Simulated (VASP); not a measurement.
# Ce2Co2S2O5 (I4/mmm) in VASP: single point with r2SCAN

Aim: the single point of Ce2Co2S2O5 with r2SCAN.

All numbers are computed with VASP 6.6.1; they aren't measurements. Logs are shortened: lines on timing, memory, paths and dates and some standing lists are left out, and cuts for length are marked.

### 1 The cell of the first run

It takes space group I4/mmm (No. 139, tetragonal). The conventional cell has a = 3.838 Å, b = 3.838 Å, c = 23.173 Å, α = 90.00°, β = 90.00°, γ = 90.00°. Within 3.3 Å of Ce (site symmetry 4mm) lie 4 O at 2.49 Å and 5 S at 2.85 to 2.99 Å. S (site symmetry 4mm) has 5 Ce at 2.85 to 2.99 Å and 1 Co at 2.91 Å and 4 O at 3.13 Å and 4 S at 3.43 Å within 3.8 Å. O (site symmetry 2mm) has 2 Co at 1.97 Å and 2 Ce at 2.49 Å within 2.6 Å. Within 2.4 Å of O (site symmetry 4/mmm) lie 2 Co at 1.83 Å. Co (site symmetry 4mm) has 5 O at 1.83 to 1.97 Å within 2.4 Å.

### 2 Single point, r2SCAN

Input file POSCAR:

```
Ce2Co2S2O5
1.0
    0.0000000000      3.8376796200      0.0000000000
    3.8376796200      0.0000000000      0.0000000000
    1.9188398100      1.9188398100    -11.5865544800
Ce S O Co
2 2 5 2
Direct
    0.1665000000      0.1665000000      0.6670000000
    0.8335000000      0.8335000000      0.3330000000
    0.7046000000      0.7046000000      0.5908000000
    0.2954000000      0.2954000000      0.4092000000
    0.0981000000      0.5981000000      0.8038000000
    0.5981000000      0.0981000000      0.8038000000
    0.9019000000      0.4019000000      0.1962000000
    0.4019000000      0.9019000000      0.1962000000
    0.5000000000      0.5000000000      0.0000000000
    0.5788400000      0.5788400000      0.8423200000
    0.4211600000      0.4211600000      0.1576800000
```

Input file INCAR.step1:

```
SYSTEM = Ce2Co2S2O5
  PREC = Accurate
  ENCUT = 520
  ISMEAR = -1
  SIGMA = 0.022
  LREAL = .False.
  LASPH = .True.
  NELM = 100
  NBANDS = 53
  GGA = PE
  ALGO = Normal
  EDIFF = 1E-4
  LWAVE = .True.
  LCHARG = .False.
```

Input file INCAR.step2:

```
SYSTEM = Ce2Co2S2O5
  PREC = Accurate
  ENCUT = 520
  EDIFF = 1E-7
  ISMEAR = -1
  SIGMA = 0.022
  LREAL = .False.
  LASPH = .True.
  NELM = 100
  ALGO = Normal
  ISIF = 2
  LWAVE = .False.
  LCHARG = .False.
  METAGGA = R2SCAN
  LMIXTAU = .True.
  NBANDS = 53
  ISTART = 1
```

Input file KPOINTS:

```
Automatic mesh
0
Gamma
  5 5 5
  0 0 0
```

Potentials or basis: VASP PAW PBE potentials, release 64 (Ce, S, O, Co).

Command:

```sh
> cat potpaw_PBE.64/Ce/POTCAR potpaw_PBE.64/S/POTCAR potpaw_PBE.64/O/POTCAR potpaw_PBE.64/Co/POTCAR > POTCAR
> cp INCAR.step1 INCAR
> mpirun -np 1 vasp_std > vasp.out
> cp INCAR.step2 INCAR
> mpirun -np 1 vasp_std > vasp.out
```

OUTCAR:

```text
SYSTEM = Ce2Co2S2O5
   PREC = Accurate
   ENCUT = 520
   EDIFF = 1E-7
   ISMEAR = -1
   LREAL = .False.
   LASPH = .True.
   NELM = 100
   ISIF = 2
   METAGGA = R2SCAN
   ISTART = 1

 ion  position               nearest neighbor table
   1  0.166  0.166  0.667-   5 2.49   6 2.49   5 2.49   6 2.49   3 2.85   3 2.85   3 2.85   3 2.85

   2  0.834  0.834  0.333-   8 2.49   7 2.49   7 2.49   8 2.49   4 2.85   4 2.85   4 2.85   4 2.85

   3  0.705  0.705  0.591-   1 2.85   1 2.85   1 2.85   1 2.85  10 2.91
   4  0.295  0.295  0.409-   2 2.85   2 2.85   2 2.85   2 2.85  11 2.91
   5  0.098  0.598  0.804-  10 1.97  10 1.97   1 2.49   1 2.49
   6  0.598  0.098  0.804-  10 1.97  10 1.97   1 2.49   1 2.49
   7  0.902  0.402  0.196-  11 1.97  11 1.97   2 2.49   2 2.49
   8  0.402  0.902  0.196-  11 1.97  11 1.97   2 2.49   2 2.49
   9  0.500  0.500  0.000-  10 1.83  11 1.83
  10  0.579  0.579  0.842-   9 1.83   6 1.97   5 1.97   6 1.97   5 1.97   3 2.91
  11  0.421  0.421  0.158-   9 1.83   8 1.97   7 1.97   8 1.97   7 1.97   4 2.91

  LATTYP: Found a body centered tetragonal cell.
 ALAT       =     3.8376796200
 C/A-ratio  =     6.0383125364

  Lattice vectors:

 A1 = (  -1.9188398100,   1.9188398100,  11.5865544800)
 A2 = (   1.9188398100,  -1.9188398100,  11.5865544800)
 A3 = (   1.9188398100,   1.9188398100, -11.5865544800)

Analysis of symmetry for initial positions (statically):
=====================================================================
 Subroutine PRICEL returns:
 Original cell was already a primitive cell.

 Routine SETGRP: Setting up the symmetry group for a
 body centered tetragonal supercell.

 Subroutine GETGRP returns: Found 16 space group operations
 (whereof 16 operations were pure point group operations)
 out of a pool of 16 trial point group operations.

The static configuration has the point symmetry D_4h.

Analysis of symmetry for dynamics (positions and initial velocities):
=====================================================================
 Subroutine PRICEL returns:
 Original cell was already a primitive cell.

 Routine SETGRP: Setting up the symmetry group for a
 body centered tetragonal supercell.

 Subroutine GETGRP returns: Found 16 space group operations
 (whereof 16 operations were pure point group operations)
 out of a pool of 16 trial point group operations.

The dynamic configuration has the point symmetry D_4h.

 Subroutine INISYM returns: Found 16 space group operations
 (whereof 16 operations are pure point group operations),
 and found     1 'primitive' translations

----------------------------------------------------------------------------------------

                                     Primitive cell

  volume of cell :     170.6443

  direct lattice vectors                    reciprocal lattice vectors
     0.000000000  3.837679620  0.000000000     0.000000000  0.260574123  0.043153467
     3.837679620  0.000000000  0.000000000     0.260574123  0.000000000  0.043153467
     1.918839810  1.918839810-11.586554480     0.000000000  0.000000000 -0.086306935

  length of vectors
     3.837679620  3.837679620 11.900089796     0.264123257  0.264123257  0.086306935

  position of ions in fractional coordinates (direct lattice)
     0.166500000  0.166500000  0.667000000
     0.833500000  0.833500000  0.333000000
     0.704600000  0.704600000  0.590800000
     0.295400000  0.295400000  0.409200000
     0.098100000  0.598100000  0.803800000
     0.598100000  0.098100000  0.803800000
     0.901900000  0.401900000  0.196200000
     0.401900000  0.901900000  0.196200000
     0.500000000  0.500000000  0.000000000
     0.578840000  0.578840000  0.842320000
     0.421160000  0.421160000  0.157680000

  ion indices of the primitive-cell ions
   primitive index   ion index
                 1           1
                 2           2
                 3           3
                 4           4
                 5           5
                 6           6
                 7           7
                 8           8
                 9           9
                10          10
                11          11

----------------------------------------------------------------------------------------

 KPOINTS: Automatic mesh

Automatic generation of k-mesh.
 Grid dimensions read from file:
 generate k-points for:    5    5    5

 Generating k-lattice:

  Cartesian coordinates                     Fractional coordinates (reciprocal lattice)
     0.000000000  0.052114825  0.008630693     0.200000000  0.000000000  0.000000000
     0.052114825  0.000000000  0.008630693     0.000000000  0.200000000  0.000000000
     0.000000000  0.000000000 -0.017261387     0.000000000  0.000000000  0.200000000

  Length of vectors
     0.052824651  0.052824651  0.017261387

  Shift w.r.t. Gamma in fractional coordinates (k-lattice)
     0.000000000  0.000000000  0.000000000

 Subroutine IBZKPT returns following result:
 ===========================================

 Found     18 irreducible k-points:

 Following reciprocal coordinates:
            Coordinates               Weight
  0.000000  0.000000  0.000000      1.000000
  0.200000  0.000000  0.000000      8.000000
  0.400000  0.000000  0.000000      8.000000
  0.200000  0.200000  0.000000      8.000000
  0.400000  0.200000 -0.000000     16.000000
 -0.400000  0.200000  0.000000     16.000000
[... 10 lines left out ...]
  0.000000  0.000000  0.400000      2.000000
 -0.200000  0.000000  0.400000      4.000000
   k-points           NKPTS =     18   k-points in BZ     NKDIM =     18   number of bands    NBANDS=     53
   number of dos      NEDOS =    301   number of ions     NIONS =     11
   total plane-waves  NPLWV =  81000
   dimension x,y,z NGX =    30 NGY =   30 NGZ =   90
   dimension x,y,z NGXF=    60 NGYF=   60 NGZF=  180
   ions per type =               2   2   5   2
   NGX,Y,Z   is equivalent  to a cutoff of  13.00, 13.00, 12.57 a.u.
   NGXF,Y,Z  is equivalent  to a cutoff of  25.99, 25.99, 25.15 a.u.
 SYSTEM =  Ce2Co2S2O5
   PREC   = accura    normal or accurate (medium, high low for compatibility)
   ISTART =      1    job   : 0-new  1-cont  2-samecut
   ICHARG =      0    charge: 1-file 2-atom 10-const
   ISPIN  =      1    spin polarized calculation?
   LNONCOLLINEAR =      F non collinear calculations
   LSORBIT =      F    spin-orbit coupling
   LASPH  =      T    aspherical Exc in radial PAW
   ENCUT  =  520.0 eV  38.22 Ry    6.18 a.u.   7.14  7.14 22.13*2*pi/ulx,y,z
   NELM   =    100;   NELMIN=  2; NELMDL=  0     # of ELM steps
   EDIFF  = 0.1E-06   stopping-criterion for ELM
   LREAL  =      F    real-space projection
   EDIFFG = 0.1E-05   stopping-criterion for IOM
   NSW    =      0    number of steps for IOM
   IBRION =     -1    ionic relax: 0-MD 1-quasi-New 2-CG
   NFREE  =      0    steps in history (QN), initial steepest desc. (CG)
   ISIF   =      2    stress and relaxation
   ISYM   =      2    0-nonsym 1-usesym 2-fastsym
   POTIM  = 0.5000    time-step for ionic-motion
   TEBEG  =    0.0;   TEEND  =   0.0 temperature during run
   PSTRESS=    0.0 pullay stress
   NELECT =      84.0000    total number of electrons
   NUPDOWN=      -1.0000    fix difference up-down
   EMIN   =  10.00;   EMAX   =-10.00  energy-range for DOS
   EFERMI =   0.00;   METHOD = LEGACY
   ISMEAR =    -1;   SIGMA  =   0.02  broadening in eV -4-tet -1-fermi 0-gaus
   EFERMI_NEDOS =   21; number of points for ismear=-14 and -15
   IALGO  =     38    algorithm
   IMIX   =      4    mixing-type and parameters
     AMIX     =   0.40;   BMIX     =  1.00
     AMIX_MAG =   1.60;   BMIX_MAG =  1.00
  volume/ion in A,a.u.               =      15.51       104.69
  Fermi-wavevector in a.u.,A,eV,Ry     =   1.292619  2.442697 22.733498  1.670865
  Thomas-Fermi vector in A             =   2.424316
   LORBIT       =      0    0 simple, 1 ext, 2 COOP (PROOUT), +10 PAW based schemes
   METAGGA = R2SCAN    functional components
   LHFCALC =     F    Hartree Fock is set to
   AEXX    =    0.0000 exact exchange contribution
   IVDW    =     0    specifies the selected vdW correction
   LEPSILON=     F    determine dielectric tensor
   LRPA    =     F    only Hartree local field effects (RPA)
 non-spin polarized calculation
  energy-cutoff  :      520.00
  volume of cell :      170.64
 maximum number of plane-waves:      4620
 NGX is ok and might be reduce to    30
   NGX = 15   NGY = 15   NGZ = 45

 number of electron      84.0000005 magnetization

 Free energy of the ion-electron system (eV)
  ---------------------------------------------------
  ext. energy  EPLUGINS =         0.00000000
  ---------------------------------------------------
  free energy    TOTEN  =      -153.80668018 eV

  energy without entropy =     -153.79263526  energy(sigma->0) =     -153.79965772

 E-fermi :   4.8328     XC(G=0): -10.9808

 val. band max:        4.8167281977   @ k =   0.4000   0.0000   0.2000
 cond. band min:       4.8377342370   @ k =  -0.2000   0.0000   0.4000
 fundamental gap:      0.0210060392
 Fermi energy:         4.8327515422

 k-point     1 :       0.0000    0.0000    0.0000
  band No.  band energies     occupation
      1     -30.9358      2.00000
      2     -30.9271      2.00000
      3     -15.3124      2.00000
      4     -15.2534      2.00000
      5     -13.5877      2.00000
      6     -13.5133      2.00000
[... 45 lines left out ...]
     52       5.3332      0.00000
     53       5.3405      0.00000

 k-point     2 :       0.2000    0.0000    0.0000
  band No.  band energies     occupation
      1     -30.9173      2.00000
      2     -30.9102      2.00000
      3     -15.2053      2.00000
      4     -15.1790      2.00000
      5     -14.0333      2.00000
      6     -13.9914      2.00000
[... 45 lines left out ...]
     52       5.3499      0.00000
     53       5.3933      0.00000
[... 838 lines left out ...]
     52       5.3399      0.00000
     53       5.3400      0.00000

 k-point    18 :      -0.2000    0.0000    0.4000
  band No.  band energies     occupation
      1     -30.9174      2.00000
      2     -30.9102      2.00000
      3     -15.1985      2.00000
      4     -15.1862      2.00000
      5     -14.0321      2.00000
      6     -13.9922      2.00000
[... 45 lines left out ...]
     52       5.3865      0.00000
     53       5.3934      0.00000

------------------------ aborting loop because EDIFF is reached ----------------------------------------

  FORCE on cell =-STRESS in cart. coord.  units (eV):
  Direction    XX          YY          ZZ          XY          YZ          ZX
  --------------------------------------------------------------------------------------
  -------------------------------------------------------------------------------------
  Total       -8.7936731     -8.7936731    -17.7636197      0.0000000      0.0000000      0.0000000
  in kB      -82.5637022    -82.5637022   -166.7824352      0.0000000      0.0000000      0.0000000
  external PRESSURE =    -110.6366132 kB  Pullay stress =       0.0000000 kB

 VOLUME and BASIS-vectors are now :
 -----------------------------------------------------------------------------
  energy-cutoff  :      520.00
  volume of cell :      170.64
      direct lattice vectors                 reciprocal lattice vectors
     0.000000000  3.837679620  0.000000000     0.000000000  0.260574123  0.043153467
     3.837679620  0.000000000  0.000000000     0.260574123  0.000000000  0.043153467
     1.918839810  1.918839810-11.586554480     0.000000000  0.000000000 -0.086306935

 POSITION                                       TOTAL-FORCE (eV/Angst)
 -----------------------------------------------------------------------------------
      1.91884      1.91884     -7.72823        -0.000000      0.000000     -3.336589
      3.83768      3.83768     -3.85832        -0.000000      0.000000      3.336589
      3.83768      3.83768     -6.84534        -0.000000      0.000000      0.424371
      1.91884      1.91884     -4.74122        -0.000000      0.000000     -0.424371
      3.83768      1.91884     -9.31327        -0.000000     -0.000000      1.199141
      1.91884      3.83768     -9.31327        -0.000000      0.000000      1.199141
      1.91884      3.83768     -2.27328        -0.000000      0.000000     -1.199141
      3.83768      1.91884     -2.27328         0.000000      0.000000     -1.199141
      1.91884      1.91884      0.00000         0.000000     -0.000000      0.000000
      3.83768      3.83768     -9.75959        -0.000000      0.000000     -1.919728
      1.91884      1.91884     -1.82697        -0.000000      0.000000      1.919728
 -----------------------------------------------------------------------------------
    total drift:                               -0.000000      0.000000      0.000000

  FREE ENERGIE OF THE ION-ELECTRON SYSTEM (eV)
  ---------------------------------------------------
  free  energy   TOTEN  =      -153.8066801771 eV

  energy  without entropy=     -153.7926352582  energy(sigma->0) =     -153.79965772
```

Run time: 61 min. Hardware: 1 thread of AMD EPYC 9R45 (Zen 5), shared host; peak memory 0.38 GiB.

Results:

```yaml
Free_energy: -153.8067 eV
Pressure: -11.1 GPa
Largest_force: 3.337 eV/Å
Band_gap_on_the_k_mesh: zero (band 42 reaches 4.86 eV, above the bottom of band 43 at 4.77 eV)
```

Forces in eV/Å, atoms in the order of the input:
```
Ce   0.000  0.000 -3.337
Ce   0.000  0.000  3.337
S    0.000  0.000  0.424
S    0.000  0.000 -0.424
O    0.000  0.000  1.199
O    0.000  0.000  1.199
O    0.000  0.000 -1.199
O    0.000  0.000 -1.199
O    0.000  0.000  0.000
Co   0.000  0.000 -1.920
Co   0.000  0.000  1.920
```

Stress tensor (GPa, compression positive):
```
 -8.26   0.00   0.00
  0.00  -8.26   0.00
  0.00   0.00 -16.68
```

Caveat: the PAW data sets were made with another functional, which shifts forces and pressure a little; spin-orbit coupling is left out, which moves the levels of the heavy elements; the run has no spin polarisation, though such a crystal can be magnetic; without U or exact exchange the open f shell lies at the Fermi level, which spoils levels, moments and volumes.
